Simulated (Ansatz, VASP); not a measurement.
Sn in VASP and in Ansatz

INCAR

```
SYSTEM = Sn
PREC = Accurate
ENCUT = 520
EDIFF = 1E-6
ISMEAR = 0
SIGMA = 0.15
LREAL = .FALSE.
LASPH = .TRUE.
NELM = 60
ALGO = Fast
ISIF = 2
LWAVE = .FALSE.
LCHARG = .FALSE.
GGA = CA
NBANDS = 13
```

The input KPOINTS:

```
Automatic mesh
0
G
  20 20 20
  0 0 0
```

The input POSCAR:

```
Sn
1.0
   -1.6402120500      1.6867696500      2.3968005500
    1.6402120500     -1.6867696500      2.3968005500
    1.6402120500      1.6867696500     -2.3968005500
Sn
1
Direct
    0.0000000000      0.0000000000      0.0000000000
```

Input for Ansatz:

```yaml
crystal:
  lattice:
    - [-1.64021205, 1.68676965, 2.39680055]
    - [1.64021205, -1.68676965, 2.39680055]
    - [1.64021205, 1.68676965, -2.39680055]
  atoms:
    - { symbol: Sn, position: [0.0, 0.0, 0.0] }
basis:
  ecutwfc: 420
kpoints:
  mp_grid: { grid: [20, 20, 20] }
hamiltonian:
  xc: lda
scf:
  occupations: { method: gaussian, width: 0.15 }
output:
  forces: true
  stress: true
  eigenvalues: true
```

Change from the starting cell: strain -0.050 along x and y, +0.025 along z, atoms carried along.

Alike in both runs: task single point; functional LDA; k mesh 20 × 20 × 20; occupations gaussian, width 0.15 eV; no spin polarisation.

```csv
,VASP,Ansatz
version,VASP 6.6.1,Ansatz 0.2.0
potentials or method,"VASP PAW LDA potentials, release 64 (Sn_d), cutoff 520 eV","scalar-relativistic, plane waves, PAW"
valence electrons in the cell,14,14
```

```tsv
	VASP	Ansatz	Ansatz less VASP
gap on the k mesh at the Fermi level (eV)	none	none	-
pressure (GPa)	-1.4	-1.4	-0.02
traceless stress, the component that is largest in VASP (GPa)	-0.41	-0.41	+0.005
```

LDA's correlation is that of Perdew and Zunger in VASP and of Perdew and Wang (1992) in Ansatz. A gap of «none» marks a metal or a gap that the smearing closes.
